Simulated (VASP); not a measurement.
Runs of VASP 6.6.1 on Cd. The structure is that of space group P6_3/mmc (No. 194), or close to it. The cells are those of the table. 

```tsv
cell	gap on the mesh (eV)	pressure (GPa)
a = 3.135, b = 3.135, c = 5.688 Å, angles 90.0, 90.0, 120.0°, 2 atoms	none	-2.1
a = 3.075, b = 3.075, c = 5.634 Å, angles 90.0, 90.0, 120.0°, 2 atoms	none	-0.4
a = 3.196, b = 3.196, c = 5.186 Å, angles 90.0, 90.0, 120.0°, 2 atoms	none	(a)
a = 3.075, b = 3.075, c = 5.758 Å, angles 90.0, 90.0, 120.0°, 2 atoms	none	(b)
a = 3.135, b = 3.135, c = 5.424 Å, angles 90.0, 90.0, 120.0°, 2 atoms	none	-0.5
a = 3.196, b = 3.196, c = 5.618 Å, angles 90.0, 90.0, 120.0°, 2 atoms	none	-2.7
```

Alike in all rows: task single point; level PBE; potentials or basis VASP PAW PBE potentials, release 64 (Cd); no spin polarisation; k mesh 21 × 21 × 10; cutoff (eV) 520; smearing gaussian 0.1 eV.

Task: Fill in the values left out.

Result: (a) -0.3; (b) -1.1.

A k mesh can miss the band edges, and the runs leave out spin-orbit coupling on Cd.

A gap of «none» marks levels without a gap at the run's occupations.
